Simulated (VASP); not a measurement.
Crystal: Hf2Ge3Ru.

```
Hf Ge Ru
1.0
     3.26246    0.00000    0.00000
     0.00000    3.26246    0.00000
     0.00000    0.00000    9.75382
Hf Ge Ru
2 3 1
Direct
  0.00000 0.00000 0.33426
  0.00000 0.00000 0.66574
  0.50000 0.50000 0.18374
  0.50000 0.50000 0.50000
  0.50000 0.50000 0.81625
  0.00000 0.00000 0.00000
```

The cell was generated, and may not be a known phase.

```yaml
Program: VASP 6.6.1
Task: relaxation of cell and atoms
Functional: PBE
Potentials_or_basis: VASP PAW PBE potentials, release 64 (Hf_pv, Ge_d, Ru_pv)
Cutoff: 600 eV
k_mesh: 6 × 6 × 2
Occupations: gaussian, width 0.1 eV
Spin: no spin polarisation
```

At the start: pressure 1.4 GPa; volume 17.30 Å³/atom.

**Question.** How do energy, volume and symmetry change on relaxing?

**Answer.** Over 12 steps the energy falls by 345.4 meV/atom and the volume is 16.93 Å³/atom (-2.2 %); space group P4/mmm (No. 123, to 0.1 Å) before and after.

The path:
```tsv
step	energy change (eV)	largest force (eV/Å)	pressure (GPa)	volume (Å³)
1	0.0000	3.1418	1.37	103.82
2	-0.8152	2.2204	-4.11	106.06
3	-1.2722	0.8864	-7.61	108.61
4	-1.6522	1.0513	2.61	100.59
5	-1.6528	1.0457	2.13	100.88
6	-1.8434	0.8300	2.10	100.57
7	-1.9520	1.2527	4.74	99.34
8	-1.9873	1.0480	3.52	99.77
9	-2.0324	0.1176	-3.93	104.68
10	-2.0531	0.3876	-1.42	102.84
11	-2.0722	0.0524	-0.02	101.68
12	-2.0725	0.0312	0.11	101.55
```

Final structure:
```yaml
crystal:
  lattice:
    - [3.07216, 0.00000, 0.00000]
    - [0.00000, 3.07216, 0.00000]
    - [0.00000, 0.00000, 10.75958]
  atoms:
    - { symbol: Hf, position: [0.00000, 0.00000, 0.31481] }
    - { symbol: Hf, position: [0.00000, 0.00000, 0.68519] }
    - { symbol: Ge, position: [0.50000, 0.50000, 0.13780] }
    - { symbol: Ge, position: [0.50000, 0.50000, 0.50000] }
    - { symbol: Ge, position: [0.50000, 0.50000, 0.86220] }
    - { symbol: Ru, position: [0.00000, 0.00000, 0.00000] }
```
